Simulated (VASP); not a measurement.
# Pt (Fd-3m) in VASP: notebook

Runs on Pt. Level: PBEsol. Tasks: single point, relaxation of cell and atoms.

All numbers are computed with VASP 6.6.1; they aren't measurements. Logs are shortened: lines on timing, memory, paths and dates and some standing lists are left out, and cuts for length are marked.

### 1 The cell of the first run

The structure is cubic, space group Fd-3m (No. 227). Conventional cell: a = 5.693 Å, b = 5.693 Å, c = 5.693 Å, α = 90.00°, β = 90.00°, γ = 90.00°. Within 3.3 Å of Pt (site symmetry -43m) lie 4 Pt at 2.46 Å.

This isn't the form of Pt at room conditions, which is fcc.

### 2 Single point, PBEsol

INCAR reads:

```
  PREC = Accurate
  ENCUT = 520
  EDIFF = 1E-6
  ISMEAR = -1
  SIGMA = 0.1
  LREAL = False
  LASPH = True
  NELM = 100
  ALGO = Normal
  ISIF = 2
  LWAVE = False
  LCHARG = False
  GGA = PS
  NBANDS = 17
```

KPOINTS reads:

```
regular mesh
0
Gamma
  13 13 13
```

POSCAR reads:

```
Pt
1.0
    0.0000000000      2.8463142039      2.8463142039
    2.8463142039      0.0000000000      2.8463142039
    2.8463142039      2.8463142039      0.0000000000
Pt
2
Direct
    1.0000000000      1.0000000000      1.0000000000
    0.2500000000      0.2500000000      0.2500000000
```

Potentials or basis: VASP PAW PBE potentials, release 64 (Pt).

Launch:

```sh
> cat potpaw_PBE.64/Pt/POTCAR > POTCAR
> mpirun -np 1 vasp_std > vasp.out
```

OUTCAR:

```text
PREC = Accurate
   ENCUT = 520
   EDIFF = 1E-6
   ISMEAR = -1
   LREAL = False
   LASPH = True
   NELM = 100
   ISIF = 2
   GGA = PS

 ion  position               nearest neighbor table
   1  0.000  0.000  0.000-   2 2.46   2 2.46   2 2.46   2 2.46
   2  0.250  0.250  0.250-   1 2.46   1 2.46   1 2.46   1 2.46

  LATTYP: Found a face centered cubic cell.
 ALAT       =     5.6926284078

  Lattice vectors:

 A1 = (   0.0000000000,   2.8463142039,   2.8463142039)
 A2 = (   2.8463142039,   0.0000000000,   2.8463142039)
 A3 = (   2.8463142039,   2.8463142039,   0.0000000000)

Analysis of symmetry for initial positions (statically):
=====================================================================
 Subroutine PRICEL returns:
 Original cell was already a primitive cell.

 Routine SETGRP: Setting up the symmetry group for a
 face centered cubic supercell.

 Subroutine GETGRP returns: Found 48 space group operations
 (whereof 24 operations were pure point group operations)
 out of a pool of 48 trial point group operations.

The static configuration has the point symmetry T_d .
 The point group associated with its full space group is O_h .

Analysis of symmetry for dynamics (positions and initial velocities):
=====================================================================
 Subroutine PRICEL returns:
 Original cell was already a primitive cell.

 Routine SETGRP: Setting up the symmetry group for a
 face centered cubic supercell.

 Subroutine GETGRP returns: Found 48 space group operations
 (whereof 24 operations were pure point group operations)
 out of a pool of 48 trial point group operations.

The dynamic configuration has the point symmetry T_d .
 The point group associated with its full space group is O_h .

 Subroutine INISYM returns: Found 48 space group operations
 (whereof 24 operations are pure point group operations),
 and found     1 'primitive' translations

----------------------------------------------------------------------------------------

                                     Primitive cell

  volume of cell :      46.1189

  direct lattice vectors                    reciprocal lattice vectors
     0.000000000  2.846314204  2.846314204    -0.175665778  0.175665778  0.175665778
     2.846314204  0.000000000  2.846314204     0.175665778 -0.175665778  0.175665778
     2.846314204  2.846314204  0.000000000     0.175665778  0.175665778 -0.175665778

  length of vectors
     4.025296150  4.025296150  4.025296150     0.304262053  0.304262053  0.304262053

  position of ions in fractional coordinates (direct lattice)
     0.000000000  0.000000000  0.000000000
     0.250000000  0.250000000  0.250000000

  ion indices of the primitive-cell ions
   primitive index   ion index
                 1           1
                 2           2

----------------------------------------------------------------------------------------

 KPOINTS: regular mesh

Automatic generation of k-mesh.
 Grid dimensions read from file:
 generate k-points for:   13   13   13

 Generating k-lattice:

  Cartesian coordinates                     Fractional coordinates (reciprocal lattice)
    -0.013512752  0.013512752  0.013512752     0.076923077  0.000000000  0.000000000
     0.013512752 -0.013512752  0.013512752     0.000000000  0.076923077  0.000000000
     0.013512752  0.013512752 -0.013512752     0.000000000  0.000000000  0.076923077

  Length of vectors
     0.023404773  0.023404773  0.023404773

  Shift w.r.t. Gamma in fractional coordinates (k-lattice)
     0.000000000  0.000000000  0.000000000

 Subroutine IBZKPT returns following result:
 ===========================================

 Found     84 irreducible k-points:

 Following reciprocal coordinates:
            Coordinates               Weight
  0.000000  0.000000  0.000000      1.000000
  0.076923  0.000000  0.000000      8.000000
  0.153846  0.000000  0.000000      8.000000
  0.230769  0.000000  0.000000      8.000000
  0.307692  0.000000  0.000000      8.000000
  0.384615  0.000000  0.000000      8.000000
[... 16 lines left out ...]
  0.384615  0.153846  0.000000     24.000000
  0.461538  0.153846  0.000000     24.000000
 [... further k-points ...]
   k-points           NKPTS =     84   k-points in BZ     NKDIM =     84   number of bands    NBANDS=     17
   number of dos      NEDOS =    301   number of ions     NIONS =      2
   total plane-waves  NPLWV =  27000
   dimension x,y,z NGX =    30 NGY =   30 NGZ =   30
   dimension x,y,z NGXF=    60 NGYF=   60 NGZF=   60
   ions per type =               2
   NGX,Y,Z   is equivalent  to a cutoff of  12.39, 12.39, 12.39 a.u.
   NGXF,Y,Z  is equivalent  to a cutoff of  24.78, 24.78, 24.78 a.u.
 SYSTEM =  unknown system
   PREC   = accura    normal or accurate (medium, high low for compatibility)
   ISTART =      0    job   : 0-new  1-cont  2-samecut
   ICHARG =      2    charge: 1-file 2-atom 10-const
   ISPIN  =      1    spin polarized calculation?
   LNONCOLLINEAR =      F non collinear calculations
   LSORBIT =      F    spin-orbit coupling
   LASPH  =      T    aspherical Exc in radial PAW
   ENCUT  =  520.0 eV  38.22 Ry    6.18 a.u.   7.48  7.48  7.48*2*pi/ulx,y,z
   NELM   =    100;   NELMIN=  2; NELMDL= -5     # of ELM steps
   EDIFF  = 0.1E-05   stopping-criterion for ELM
   LREAL  =      F    real-space projection
   EDIFFG = 0.1E-04   stopping-criterion for IOM
   NSW    =      0    number of steps for IOM
   IBRION =     -1    ionic relax: 0-MD 1-quasi-New 2-CG
   NFREE  =      0    steps in history (QN), initial steepest desc. (CG)
   ISIF   =      2    stress and relaxation
   ISYM   =      2    0-nonsym 1-usesym 2-fastsym
   POTIM  = 0.5000    time-step for ionic-motion
   TEBEG  =    0.0;   TEEND  =   0.0 temperature during run
   PSTRESS=    0.0 pullay stress
   NELECT =      20.0000    total number of electrons
   NUPDOWN=      -1.0000    fix difference up-down
   EMIN   =  10.00;   EMAX   =-10.00  energy-range for DOS
   EFERMI =   0.00;   METHOD = LEGACY
   ISMEAR =    -1;   SIGMA  =   0.10  broadening in eV -4-tet -1-fermi 0-gaus
   EFERMI_NEDOS =   21; number of points for ismear=-14 and -15
   IALGO  =     38    algorithm
   IMIX   =      4    mixing-type and parameters
     AMIX     =   0.40;   BMIX     =  1.00
     AMIX_MAG =   1.60;   BMIX_MAG =  1.00
  volume/ion in A,a.u.               =      23.06       155.61
  Fermi-wavevector in a.u.,A,eV,Ry     =   1.239154  2.341662 20.891786  1.535503
  Thomas-Fermi vector in A             =   2.373649
   LORBIT       =      0    0 simple, 1 ext, 2 COOP (PROOUT), +10 PAW based schemes
   GGA     = PS    functional components
   LHFCALC =     F    Hartree Fock is set to
   AEXX    =    0.0000 exact exchange contribution
   IVDW    =     0    specifies the selected vdW correction
   LEPSILON=     F    determine dielectric tensor
   LRPA    =     F    only Hartree local field effects (RPA)
 non-spin polarized calculation
  energy-cutoff  :      520.00
  volume of cell :       46.12
 maximum number of plane-waves:      1266
 NGX is ok and might be reduce to    30
   NGX = 15   NGY = 15   NGZ = 15

 number of electron      20.0000002 magnetization

 Free energy of the ion-electron system (eV)
  ---------------------------------------------------
  ext. energy  EPLUGINS =         0.00000000
  ---------------------------------------------------
  free energy    TOTEN  =       -11.44955348 eV

  energy without entropy =      -11.30323656  energy(sigma->0) =      -11.37639502

 E-fermi :   5.3922     XC(G=0): -10.8536

 val. band max:        5.3903826168   @ k =   0.4615   0.1538   0.0769
 cond. band min:       5.3965649875   @ k =  -0.3846   0.3077   0.0000
 fundamental gap:      0.0061823708
 Fermi energy:         5.3921757461

 k-point     1 :       0.0000    0.0000    0.0000
  band No.  band energies     occupation
      1      -1.9682      2.00000
      2       0.6692      2.00000
      3       0.6692      2.00000
      4       0.8448      2.00000
      5       0.8448      2.00000
      6       0.8448      2.00000
[... 9 lines left out ...]
     16      17.2255      0.00000
     17      18.1499      0.00000

 k-point     2 :       0.0769    0.0000    0.0000
  band No.  band energies     occupation
      1      -1.8767      2.00000
      2       0.5724      2.00000
      3       0.5724      2.00000
      4       0.8358      2.00000
      5       0.9729      2.00000
      6       0.9729      2.00000
[... 9 lines left out ...]
     16      16.9007      0.00000
     17      18.5413      0.00000

 k-point     3 :       0.1538    0.0000    0.0000
  band No.  band energies     occupation
      1      -1.6130      2.00000
      2       0.4732      2.00000
      3       0.4732      2.00000
      4       0.8122      2.00000
      5       1.1482      2.00000
      6       1.1482      2.00000
[... 9 lines left out ...]
     16      17.3962      0.00000
     17      18.3509      0.00000

 k-point     4 :       0.2308    0.0000    0.0000
  band No.  band energies     occupation
      1      -1.2141      2.00000
      2       0.4357      2.00000
      3       0.4357      2.00000
      4       0.7810      2.00000
      5       1.2593      2.00000
      6       1.2593      2.00000
[... 9 lines left out ...]
     16      17.6080      0.00000
     17      18.6817      0.00000
[... 343 lines left out ...]
      1      -0.7573      2.00000
      2       0.1052      2.00000
      3       0.7334      2.00000
      4       0.7459      2.00000
      5       1.1599      2.00000
      6       1.6643      2.00000
[... 9 lines left out ...]
     16      17.0316      0.00000
     17      19.5171      0.00000

 k-point    23 :       0.3846    0.1538    0.0000
  band No.  band energies     occupation
      1      -0.3248      2.00000
      2       0.1380      2.00000
      3       0.6614      2.00000
      4       0.7313      2.00000
      5       1.2104      2.00000
      6       1.6216      2.00000
[... 9 lines left out ...]
     16      18.2497      0.00000
     17      19.2822      0.00000

 k-point    24 :       0.4615    0.1538    0.0000
  band No.  band energies     occupation
      1       0.0039      2.00000
      2       0.1920      2.00000
      3       0.6343      2.00000
      4       0.6720      2.00000
      5       1.2781      2.00000
      6       1.4826      2.00000
[... 9 lines left out ...]
     16      18.8020      0.00000
     17      19.5959      0.00000

 [... further k-points ...]

------------------------ aborting loop because EDIFF is reached ----------------------------------------

  FORCE on cell =-STRESS in cart. coord.  units (eV):
  Direction    XX          YY          ZZ          XY          YZ          ZX
  --------------------------------------------------------------------------------------
  -------------------------------------------------------------------------------------
  Total       -0.1153761     -0.1153761     -0.1153761      0.0000000      0.0000000     -0.0000000
  in kB       -4.0081880     -4.0081880     -4.0081880      0.0000000      0.0000000     -0.0000000
  external PRESSURE =      -4.0081880 kB  Pullay stress =       0.0000000 kB

 VOLUME and BASIS-vectors are now :
 -----------------------------------------------------------------------------
  energy-cutoff  :      520.00
  volume of cell :       46.12
      direct lattice vectors                 reciprocal lattice vectors
     0.000000000  2.846314204  2.846314204    -0.175665778  0.175665778  0.175665778
     2.846314204  0.000000000  2.846314204     0.175665778 -0.175665778  0.175665778
     2.846314204  2.846314204  0.000000000     0.175665778  0.175665778 -0.175665778

 POSITION                                       TOTAL-FORCE (eV/Angst)
 -----------------------------------------------------------------------------------
      0.00000      0.00000      0.00000        -0.000000     -0.000000     -0.000000
      1.42316      1.42316      1.42316         0.000000      0.000000      0.000000
 -----------------------------------------------------------------------------------
    total drift:                                0.000000     -0.000000      0.000000

  FREE ENERGIE OF THE ION-ELECTRON SYSTEM (eV)
  ---------------------------------------------------
  free  energy   TOTEN  =       -11.4495534831 eV

  energy  without entropy=      -11.3032365589  energy(sigma->0) =      -11.37639502
```

Wall time 30 s (1 thread of AMD EPYC 9R45 (Zen 5), shared host); peak memory 0.17 GiB.

Results:

| Item | Value |
| --- | --- |
| Free energy | -11.4496 eV |
| Pressure | -0.4 GPa |
| Band gap on the k mesh | zero (bands 10 and 11 overlap by 0.62 eV) |

Levels at points of the mesh, in eV from the Fermi level:
```tsv
k point	band 7	band 8	band 9	band 10	band 11	band 12	band 13	band 14
(0.00, 0.00, 0.00)	-1.97	-1.97	-1.97	-0.07	-0.07	10.57	10.58	11.83
```

Caveat: the PAW data sets were made with another functional, which shifts forces and pressure a little; spin-orbit coupling is left out, which moves the levels of the heavy elements.

### 3 Relaxation of cell and atoms, PBEsol

INCAR reads:

```
PREC     = Accurate       # precision mode
ENCUT    = 600            # plane-wave cutoff, eV
EDIFF    = 1E-6           # SCF threshold, eV
ISMEAR   = -1             # smearing method
SIGMA    = 0.1            # smearing width, eV
LREAL    = F              # projectors in reciprocal space
LASPH    = T              # aspherical terms in the spheres
NELM     = 60             # most SCF steps
ALGO     = Normal         # electronic algorithm
ISIF     = 3              # what is computed and relaxed
LWAVE    = F              # write WAVECAR
LCHARG   = F              # write CHGCAR
GGA      = PS             # functional
IBRION   = 2              # ionic algorithm
NSW      = 80             # ionic steps
EDIFFG   = -0.03          # ionic threshold
```

KPOINTS is that of step 2.

POSCAR is that of step 2.

Potentials or basis: VASP PAW PBE potentials, release 64 (Pt).

Launch:

```sh
> cat potpaw_PBE.64/Pt/POTCAR > POTCAR
> mpirun -np 1 vasp_std > vasp.out
```

Wall time 52 s (1 thread of AMD EPYC 9R45 (Zen 5), shared host); peak memory 0.18 GiB.

It converged, with:

| Property | Result |
| --- | --- |
| Free energy | -11.4491 eV |
| Relaxed volume | 23.00 Å³/atom |
| Relaxed cell | a = 4.022 Å, b = 4.022 Å, c = 4.022 Å, α = 60.00°, β = 60.00°, γ = 60.00° |
| Space group after relaxing (to 0.1 Å) | Fd-3m (No. 227) |
| Energy gained by relaxing | 0.1 meV/atom |
| Ionic steps | 3 |
| Pressure after relaxing | 0.0 GPa |
| Band gap on the k mesh | zero (bands 10 and 11 overlap by 0.62 eV) |

Step by step:
```csv
step,energy change (eV),largest force (eV/Å),pressure (GPa),volume (Å³)
1,0.0000,0.0000,-0.34,46.12
2,0.0003,0.0000,0.61,45.80
3,-0.0001,0.0000,0.01,46.00
```

Final structure:
```
Pt
1.0
     0.00000    2.84391    2.84391
     2.84391    0.00000    2.84391
     2.84391    2.84391    0.00000
Pt
2
Direct
  0.00000 0.00000 0.00000
  0.25000 0.25000 0.25000
```

Levels at points of the mesh, in eV from the Fermi level:
```csv
k point,band 8,band 9,band 10,band 11,band 12,band 13
"(0.00, 0.00, 0.00)",-1.98,-1.98,-0.07,-0.07,10.58,10.59
```

Caveat: the PAW data sets were made with another functional, which shifts forces and pressure a little; spin-orbit coupling is left out, which moves the levels of the heavy elements.
